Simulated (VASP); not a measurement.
# HfNiS4 (F-43m) in VASP: further runs

The runs below take HfNiS4 through single point, with PBE.

Everything below comes from runs of VASP 6.6.1. Logs are shortened: lines on timing, memory, paths and dates and some standing lists are left out, and cuts for length are marked.

### Step 1. The cell of the first run

The structure is cubic, space group F-43m (No. 216). The conventional cell has a = 7.769 Å, b = 7.769 Å, c = 7.769 Å, α = 90.00°, β = 90.00°, γ = 90.00°. Hf (site symmetry -43m) has 12 S at 3.22 Å and 4 Ni at 3.36 Å within 4.2 Å. Within 4.2 Å of Ni (site symmetry -43m) lie 12 S at 3.22 Å and 4 Hf at 3.36 Å. Within 3.6 Å of S (site symmetry 3m) lie 6 S at 2.74 to 2.75 Å and 3 Ni at 3.22 Å and 3 Hf at 3.22 Å.

The cell was generated, and may not be a known phase.

### Step 2. Single point, PBE, collinear spin, ferromagnetic start

File INCAR:

```
ALGO = Normal ; EDIFF = 1E-6
ENCUT = 520 ; GGA = PE
ISIF = 2 ; ISMEAR = 0
ISPIN = 2 ; LASPH = True
LCHARG = False ; LMAXMIX = 4
LORBIT = 11 ; LREAL = False
LWAVE = False ; MAGMOM = 0 2 0 0 0 0
NBANDS = 35 ; NELM = 150
PREC = Accurate ; SIGMA = 0.1
```

File KPOINTS:

```
k-points
0
Gamma
  4 4 4
```

File POSCAR:

```
HfNiS4
1.0
    0.0000000000      3.8847400700      3.8847400700
    3.8847400700      0.0000000000      3.8847400700
    3.8847400700      3.8847400700      0.0000000000
Hf Ni S
1 1 4
Direct
    0.2500000000      0.2500000000      0.2500000000
    0.0000000000      0.0000000000      0.0000000000
    0.1240070500      0.6253309800      0.6253309800
    0.6253309800      0.1240070500      0.6253309800
    0.6253309800      0.6253309800      0.1240070500
    0.6253309800      0.6253309800      0.6253309800
```

Potentials or basis: VASP PAW PBE potentials, release 64 (Hf_pv, Ni, S).

Launch:

```console
$ cat potpaw_PBE.64/Hf_pv/POTCAR potpaw_PBE.64/Ni/POTCAR potpaw_PBE.64/S/POTCAR > POTCAR
$ mpirun -np 1 vasp_std > vasp.out
```

OUTCAR:

```text
EDIFF = 1E-6
   ENCUT = 520
   GGA = PE
   ISIF = 2
   ISMEAR = 0
   ISPIN = 2
   LASPH = True
   LORBIT = 11
   LREAL = False
   NELM = 150
   PREC = Accurate

 ion  position               nearest neighbor table
   1  0.250  0.250  0.250-   3 3.22   4 3.22   5 3.22   6 3.22   6 3.22   6 3.22   5 3.22   4 3.22
                             5 3.22   3 3.22   3 3.22   4 3.22   2 3.36   2 3.36   2 3.36   2 3.36
   2  0.000  0.000  0.000-   1 3.36   1 3.36   1 3.36   1 3.36
   3  0.124  0.625  0.625-   4 2.74   5 2.74   6 2.74   6 2.75   5 2.75   4 2.75   1 3.22   1 3.22
                             1 3.22
   4  0.625  0.124  0.625-   3 2.74   5 2.74   6 2.74   5 2.75   6 2.75   3 2.75   1 3.22   1 3.22
                             1 3.22
   5  0.625  0.625  0.124-   3 2.74   4 2.74   6 2.74   6 2.75   4 2.75   3 2.75   1 3.22   1 3.22
                             1 3.22
   6  0.625  0.625  0.625-   3 2.74   4 2.74   5 2.74   5 2.75   4 2.75   3 2.75   1 3.22   1 3.22
                             1 3.22

  LATTYP: Found a face centered cubic cell.
 ALAT       =     7.7694801400

  Lattice vectors:

 A1 = (   0.0000000000,   3.8847400700,   3.8847400700)
 A2 = (   3.8847400700,   0.0000000000,   3.8847400700)
 A3 = (   3.8847400700,   3.8847400700,   0.0000000000)

Analysis of symmetry for initial positions (statically):
=====================================================================
 Subroutine PRICEL returns:
 Original cell was already a primitive cell.

 Routine SETGRP: Setting up the symmetry group for a
 face centered cubic supercell.

 Subroutine GETGRP returns: Found 24 space group operations
 (whereof 24 operations were pure point group operations)
 out of a pool of 48 trial point group operations.

The static configuration has the point symmetry T_d .

Analysis of symmetry for dynamics (positions and initial velocities):
=====================================================================
 Subroutine PRICEL returns:
 Original cell was already a primitive cell.

 Routine SETGRP: Setting up the symmetry group for a
 face centered cubic supercell.

 Subroutine GETGRP returns: Found 24 space group operations
 (whereof 24 operations were pure point group operations)
 out of a pool of 48 trial point group operations.

The dynamic configuration has the point symmetry T_d .

Analysis of structural, dynamic, and magnetic symmetry:
=====================================================================
 Subroutine PRICEL returns:
 Original cell was already a primitive cell.

 Routine SETGRP: Setting up the symmetry group for a
 face centered cubic supercell.

 Subroutine GETGRP returns: Found 24 space group operations
 (whereof 24 operations were pure point group operations)
[... 135 lines left out ...]
  ---------------------------------------------------
  ext. energy  EPLUGINS =         0.00000000
  ---------------------------------------------------
  free energy    TOTEN  =       -26.40692025 eV

  energy without entropy =      -26.35915612  energy(sigma->0) =      -26.38303818

 E-fermi :   5.6493     XC(G=0): -10.4502

 val. band max:        5.6450564162   @ k =  -0.2500   0.2500   0.0000
 cond. band min:       5.6685143312   @ k =   0.2500   0.0000   0.0000
 fundamental gap:      0.0234579150
 Fermi energy:         5.6493323777

 spin component 1

 k-point     1 :       0.0000    0.0000    0.0000
  band No.  band energies     occupation
      1     -27.0606      1.00000
      2     -27.0606      1.00000
      3     -27.0606      1.00000
      4     -10.0153      1.00000
      5      -6.2010      1.00000
      6      -6.2010      1.00000
[... 285 lines left out ...]
     33      11.1779      0.00000
     34      11.5953      0.00000
 Fermi energy:         5.6493323777

 spin component 2

 k-point     1 :       0.0000    0.0000    0.0000
  band No.  band energies     occupation
      1     -27.0653      1.00000
      2     -27.0653      1.00000
      3     -27.0653      1.00000
      4      -9.9319      1.00000
      5      -6.1009      1.00000
      6      -6.1009      1.00000
[... 285 lines left out ...]
     33      11.2609      0.00000
     34      11.7251      0.00000
 [bands above 34 left out]

------------------------ aborting loop because EDIFF is reached ----------------------------------------

  FORCE on cell =-STRESS in cart. coord.  units (eV):
  Direction    XX          YY          ZZ          XY          YZ          ZX
  --------------------------------------------------------------------------------------
  -------------------------------------------------------------------------------------
  Total       -8.1530757     -8.1530757     -8.1530757      0.0000000     -0.0000000     -0.0000000
  in kB     -111.4079458   -111.4079458   -111.4079458      0.0000000     -0.0000000     -0.0000000
  external PRESSURE =    -111.4079458 kB  Pullay stress =       0.0000000 kB

 VOLUME and BASIS-vectors are now :
 -----------------------------------------------------------------------------
  energy-cutoff  :      520.00
  volume of cell :      117.25
      direct lattice vectors                 reciprocal lattice vectors
     0.000000000  3.884740070  3.884740070    -0.128708740  0.128708740  0.128708740
     3.884740070  0.000000000  3.884740070     0.128708740 -0.128708740  0.128708740
     3.884740070  3.884740070  0.000000000     0.128708740  0.128708740 -0.128708740

 POSITION                                       TOTAL-FORCE (eV/Angst)
 -----------------------------------------------------------------------------------
      1.94237      1.94237      1.94237         0.000000      0.000000      0.000000
      0.00000      0.00000      0.00000         0.000000      0.000000      0.000000
      4.85850      2.91098      2.91098         0.009591     -0.009591     -0.009591
      2.91098      4.85850      2.91098        -0.009591      0.009591     -0.009591
      2.91098      2.91098      4.85850        -0.009591     -0.009591      0.009591
      4.85850      4.85850      4.85850         0.009591      0.009591      0.009591
 -----------------------------------------------------------------------------------
    total drift:                                0.000040      0.000040      0.000040

  FREE ENERGIE OF THE ION-ELECTRON SYSTEM (eV)
  ---------------------------------------------------
  free  energy   TOTEN  =       -26.4069202470 eV

  energy  without entropy=      -26.3591561197  energy(sigma->0) =      -26.38303818

 total charge

# of ion       s       p       d       tot
------------------------------------------
    1        0.250   6.109   1.223   7.582
    2        0.324   0.102   8.383   8.808
    3        1.430   2.087   0.000   3.517
    4        1.430   2.087   0.000   3.517
    5        1.430   2.087   0.000   3.517
    6        1.430   2.087   0.000   3.517
--------------------------------------------------
tot          6.294  14.557   9.606  30.457

 magnetization (x)

# of ion       s       p       d       tot
------------------------------------------
    1       -0.003   0.002  -0.006  -0.007
    2        0.051   0.004   0.555   0.610
    3        0.004   0.060   0.000   0.064
    4        0.004   0.060   0.000   0.064
    5        0.004   0.060   0.000   0.064
    6        0.004   0.060   0.000   0.064
--------------------------------------------------
tot          0.065   0.245   0.548   0.859
```

OSZICAR:

```text
N       E                     dE             d eps       ncg     rms          rms(c)
DAV:   1     0.288487398471E+03    0.28849E+03   -0.19268E+04  1120   0.118E+03
DAV:   2     0.147997209172E+01   -0.28701E+03   -0.26584E+03  1276   0.293E+02
[... 11 lines left out ...]
DAV:  14    -0.264069839227E+02   -0.28501E-03   -0.59684E-03  1345   0.395E-01    0.218E-01
DAV:  15    -0.264073185122E+02   -0.33459E-03   -0.94763E-04  1513   0.129E-01    0.409E-01
DAV:  16    -0.264069910736E+02    0.32744E-03   -0.34408E-03  1484   0.343E-01    0.175E-01
DAV:  17    -0.264069212666E+02    0.69807E-04   -0.24348E-04  1517   0.100E-01    0.297E-02
DAV:  18    -0.264069198719E+02    0.13947E-05   -0.11616E-05  1336   0.168E-02    0.567E-03
DAV:  19    -0.264069202470E+02   -0.37512E-06   -0.36866E-06   808   0.986E-03
   1 F= -.26406920E+02 E0= -.26383038E+02  d E =-.477641E-01  mag=     1.0351
```

Wall time 3.5 min (1 thread of Intel Xeon 8259CL, shared host); peak memory 0.34 GiB.

What came out:

* Free energy: -26.4069 eV
* Pressure: -11.1 GPa
* Largest force: 0.017 eV/Å
* Net moment: 1.03 μB per cell
* Site moments: Hf -0.01; Ni +0.61; S +0.06 μB
* Valence electrons inside the program's atomic spheres: Hf 7.58; Ni 8.81; S 3.52

Forces on the atoms (eV/Å):
```
Hf   0.000  0.000  0.000
Ni   0.000  0.000  0.000
S    0.010 -0.010 -0.010
S   -0.010  0.010 -0.010
S   -0.010 -0.010  0.010
S    0.010  0.010  0.010
```

Caveat: the cell stands under tension; spin-orbit coupling is left out, which moves the levels of the heavy elements; a cell with one magnetic atom can't hold antiferromagnetic order, which such compounds often take.

### Step 3. Single point, PBE, collinear spin, ferromagnetic start

This run uses another cell than the first one, of 15.77 Å³/atom.

File INCAR:

```
PREC = Accurate
ENCUT = 520
EDIFF = 1E-6
ISMEAR = 0
SIGMA = 0.1
LREAL = False
LASPH = True
NELM = 150
ALGO = Normal
ISIF = 2
LWAVE = False
LCHARG = False
ISPIN = 2
MAGMOM = 0 0.17 0 0 0 0
LORBIT = 11
LMAXMIX = 4
GGA = PE
NBANDS = 35
```

File KPOINTS:

```
Automatic mesh
0
Gamma
  10 10 10
```

File POSCAR:

```
HfNiS4
1.0
    0.0000000000      3.6165379714      3.6165379714
    3.6165379714      0.0000000000      3.6165379714
    3.6165379714      3.6165379714      0.0000000000
Hf Ni S
1 1 4
Direct
    0.7500000000      0.7500000000      0.7500000000
    0.0000000000      0.0000000000      0.0000000000
    0.3746481146      0.3746481146      0.8760556562
    0.8760556562      0.3746481146      0.3746481146
    0.3746481146      0.3746481146      0.3746481146
    0.3746481146      0.8760556562      0.3746481146
```

Potentials or basis: VASP PAW PBE potentials, release 64 (Hf_pv, Ni, S).

Launch:

```console
$ cat potpaw_PBE.64/Hf_pv/POTCAR potpaw_PBE.64/Ni/POTCAR potpaw_PBE.64/S/POTCAR > POTCAR
$ mpirun -np 1 vasp_std > vasp.out
```

It took 13 min on 1 thread of Intel Xeon 8259CL, shared host; peak memory 0.45 GiB.

The run converged. Its results:

```yaml
Free_energy: -27.6594 eV
Pressure: -0.4 GPa
Largest_force: 0.007 eV/Å
Band_gap_on_the_k_mesh: zero (filled and empty bands overlap)
Net_moment: 0.00 μB per cell
Valence_electrons_inside_the_program's_atomic_spheres: Hf 7.83; Ni 8.98; S 3.54
```

Forces in eV/Å, atoms in the order of the input:
```
Hf   0.000  0.000  0.000
Ni   0.000  0.000  0.000
S   -0.004 -0.004  0.004
S    0.004 -0.004 -0.004
S    0.004  0.004  0.004
S   -0.004  0.004 -0.004
```

Levels at points of the mesh, in eV from the Fermi level:
Spin up:
```csv
k point,band 19,band 20,band 21,band 22,band 23,band 24,band 25,band 26
"(0.00, 0.00, 0.00)",-0.52,1.04,1.04,1.04,1.11,1.11,1.11,2.52
"(0.50, 0.00, 0.00)",-0.85,-0.62,-0.62,-0.57,0.96,0.96,1.14,1.59
"(0.50, 0.50, 0.00)",-1.25,-0.80,-0.74,-0.25,0.81,0.81,1.11,1.41
```
Spin down:
```
           k point  band 20  band 21  band 22  band 23  band 24  band 25
(0.00, 0.00, 0.00)     1.04     1.04     1.04     1.11     1.11     1.11
(0.50, 0.00, 0.00)    -0.62    -0.62    -0.57     0.96     0.96     1.14
(0.50, 0.50, 0.00)    -0.80    -0.74    -0.25     0.81     0.81     1.11
```

Caveat: spin-orbit coupling is left out, which moves the levels of the heavy elements. With open d or f shells a metallic result of PBE can be an artefact of self-interaction; +U or a hybrid may open a gap.

The gap in the log of VASP goes by the Fermi energy; the results here count the filled bands.